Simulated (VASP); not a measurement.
Input of a VASP 6.6.1 run:

POSCAR

```
CdS
1.0
    0.0000000000      2.7267765454      2.7267765454
    2.7267765454      0.0000000000      2.7267765454
    2.7267765454      2.7267765454      0.0000000000
Cd S
1 1
Direct
    0.0000000000      0.0000000000      0.0000000000
    0.5000000000      0.5000000000      0.5000000000
```

The input INCAR.step1:

```
PREC = Accurate
ENCUT = 520
ISMEAR = 0
SIGMA = 0.01
LREAL = False
LASPH = True
NELM = 100
NBANDS = 16
GGA = PE
ALGO = Normal
EDIFF = 1E-4
LWAVE = True
LCHARG = False
```

The input INCAR.step2:

```
PREC = Accurate
ENCUT = 520
EDIFF = 1E-7
ISMEAR = 0
SIGMA = 0.01
LREAL = False
LASPH = True
NELM = 100
ALGO = Normal
ISIF = 2
LWAVE = False
LCHARG = False
METAGGA = R2SCAN
LMIXTAU = True
NBANDS = 16
ISTART = 1
```

Contents of KPOINTS:

```
Automatic mesh
0
Gamma
  6 6 6
```

Potentials or basis: VASP PAW PBE potentials, release 64 (Cd, S).

The run is started by

```console
$ cat potpaw_PBE.64/Cd/POTCAR potpaw_PBE.64/S/POTCAR > POTCAR
$ cp INCAR.step1 INCAR
$ mpirun -np 1 vasp_std > vasp.out
$ cp INCAR.step2 INCAR
$ mpirun -np 1 vasp_std > vasp.out
```

(1) Predict the band gap on the k mesh.

(2) Predict the pressure.

## Answers

(1) 0.73 eV, indirect (least direct gap 2.35 eV).

(2) 0.5 GPa.

Caveat: the PAW data sets were made with another functional, which shifts forces and pressure a little.
